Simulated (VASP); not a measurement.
The system is InPd.

```
In Pd
1.0
     3.27188    0.00000    0.00000
     0.00000    3.27188    0.00000
     0.00000    0.00000    3.27188
In Pd
1 1
Cartesian
  0.0000 0.0000 0.0000
  1.6359 1.6359 1.6359
```

Base run:

- Program: VASP 6.6.1
- Functional: PBE0
- Potentials or basis: VASP PAW PBE potentials, release 64 (In_d, Pd)
- Cutoff: 520 eV
- k mesh: 6 × 6 × 6
- Occupations: fermi-dirac, width 0.05 eV
- Spin: no spin polarisation

Its results: band gap on the k mesh zero (an odd number of electrons rules out a gap without spin polarisation); pressure 0.0 GPa.

**Question.** The run is repeated on the same cell with these changes: functional from PBE0 to PBEsol. What comes out?

**Answer.** Band gap on the k mesh zero (an odd number of electrons rules out a gap without spin polarisation); pressure -2.5 GPa.

Caveats: the PAW data sets were made with another functional, which shifts forces and pressure a little; spin-orbit coupling is left out, which moves the levels of the heavy elements.
